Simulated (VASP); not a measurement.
Wanted: the native input for a VASP 6.6.1 run.

* Task: single point
* Functional: PBEsol
* Potentials or basis: VASP PAW PBE potentials, release 64 (Ca_sv)
* Cutoff: 520 eV
* k mesh: 12 × 12 × 12
* Occupations: gaussian, width 0.1 eV
* Spin: no spin polarisation
* Dipole correction: no
* Further INCAR settings: ALGO = Fast; EDIFF = 1e-06; NBANDS = 11

The structure of Ca lies in POSCAR:

```
Ca
1.0
   -2.2463825160      2.2519015620      2.1321011170
    2.2708033127     -2.2366166029      2.1412747694
    2.1669069312      2.1571410182     -2.1167528909
Ca
1
Direct
    0.5000000000      0.5000000000      0.0000000000
```

This cell differs from its parent crystal: strained.

One way to write it, as run:

INCAR

```
  PREC = Accurate
  ENCUT = 520
  EDIFF = 1E-6
  ISMEAR = 0
  SIGMA = 0.1
  LREAL = False
  LASPH = True
  NELM = 100
  ALGO = Fast
  ISIF = 2
  LWAVE = False
  LCHARG = False
  GGA = PS
  NBANDS = 11
```

KPOINTS

```
regular mesh
0
Gamma
  12 12 12
```

Potentials or basis: VASP PAW PBE potentials, release 64 (Ca_sv).

The run is started by

```console
$ cat potpaw_PBE.64/Ca_sv/POTCAR > POTCAR
$ mpirun -np 1 vasp_std > vasp.out
```

Results of the run:

* Pressure: -0.5 GPa
* Band gap on the k mesh: zero (bands 5 and 6 overlap by 0.47 eV)

Caveat: the cell differs from its parent crystal (strained); the PAW data sets were made with another functional, which shifts forces and pressure a little.

Wall time 2.6 min on 1 thread of Intel(R) Xeon(R) 6975P-C (Granite Rapids), on a shared host, peak memory 0.48 GiB.
